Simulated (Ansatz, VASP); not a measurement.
# Mg in VASP and in Ansatz

```xyz
3
Lattice="0.0000 3.4804 3.4804 3.4804 0.0000 3.4804 3.4804 3.4804 0.0000" Properties=species:S:1:pos:R:3 pbc="T T T"
Mg    1.7402    1.7402    1.7402
Mg    5.2207    5.2207    5.2207
Mg    3.4804    3.4804    3.4804
```

Alike in both runs: functional PBE; k mesh 4 × 4 × 4; occupations gaussian, width 0.1 eV; no spin polarisation.

Ansatz relaxed the structure, and its values are those at the end. VASP's run is a single point on that final structure, the one shown.

|  | VASP | Ansatz |
| --- | --- | --- |
| version | VASP 6.6.1 | Ansatz 0.2.0 |
| potentials or method | VASP PAW PBE potentials, release 64 (Mg), cutoff 600 eV | scalar-relativistic, plane waves, PAW |
| valence electrons in the cell | 6 | 30 |

|  | VASP | Ansatz | Ansatz less VASP |
| --- | --- | --- | --- |
| gap on the k mesh at the Fermi level (eV) | none | none | - |
| pressure (GPa) | 0.1 | 0.1 | +0.07 |

A gap of «none» marks a metal or a gap that the smearing closes. With one functional, cell and mesh, what is left measures potentials, basis and numerics. VASP's potentials hold 6 valence electrons a cell and Ansatz's 30, so a difference there can come from the potentials and not from the codes.

The k mesh is coarse, so the values compare programs but aren't converged.
